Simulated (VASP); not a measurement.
Wanted: the native input for a VASP 6.6.1 run.

```yaml
Task: single point
Functional: PBE
Potentials_or_basis: VASP PAW PBE potentials, release 64 (Eu, Sb)
Cutoff: 520 eV
k_mesh: 6 × 6 × 3
Occupations: gaussian, width 0.05 eV
Spin: collinear spin, ferromagnetic start
Starting_moments: "[7.44, 7.44, 0.0, 0.0] μB"
Dipole_correction: no
Further_INCAR_settings: ALGO = Normal; EDIFF = 1e-07; NBANDS = 34
```

The structure of EuSb lies in POSCAR:

```
EuSb
1.0
    3.9368130233      0.0000000000      0.0000000000
    0.0000000000      3.9368130233      0.0000000000
    0.0000000000      0.0000000000      7.8736260466
Eu Sb
2 2
Direct
    0.0000000000      0.0000000000      0.0000000000
    0.0000000000      0.0000000000      0.5000000000
    0.5000000000      0.5000000000      0.2500000000
    0.5000000000      0.5000000000      0.7500000000
```

The input as run:

INCAR

```
PREC     = Accurate       # precision mode
ENCUT    = 520            # plane-wave cutoff, eV
EDIFF    = 1E-7           # SCF threshold, eV
ISMEAR   = 0              # smearing method
SIGMA    = 0.05           # smearing width, eV
LREAL    = False          # projectors in reciprocal space
LASPH    = True           # aspherical terms in the spheres
NELM     = 150            # most SCF steps
ALGO     = Normal         # electronic algorithm
ISIF     = 2              # what is computed and relaxed
LWAVE    = False          # write WAVECAR
LCHARG   = False          # write CHGCAR
ISPIN    = 2              # spin polarisation
MAGMOM   = 7.44 7.44 0 0  # initial moments
LORBIT   = 11             # projections on sites
LMAXMIX  = 6              # l up to which the mixer works
GGA      = PE             # functional
NBANDS   = 34             # bands
```

KPOINTS

```
regular mesh
0
Gamma
  6 6 3
```

Potentials or basis: VASP PAW PBE potentials, release 64 (Eu, Sb).

Command:

```sh
$ cat potpaw_PBE.64/Eu/POTCAR potpaw_PBE.64/Sb/POTCAR > POTCAR
$ mpirun -np 1 vasp_std > vasp.out
```

Results of the run:

- Pressure: 0.0 GPa
- Net moment: 13.67 μB per cell
- Site moments: Eu +6.54; Sb -0.05 μB
- Valence electrons inside the program's atomic spheres: Eu 14.72; Sb 2.47

Wall time 4.3 min on 1 thread of AMD EPYC 7R43 64-Core Processor (Zen 3) (shared host), peak memory 0.31 GiB.
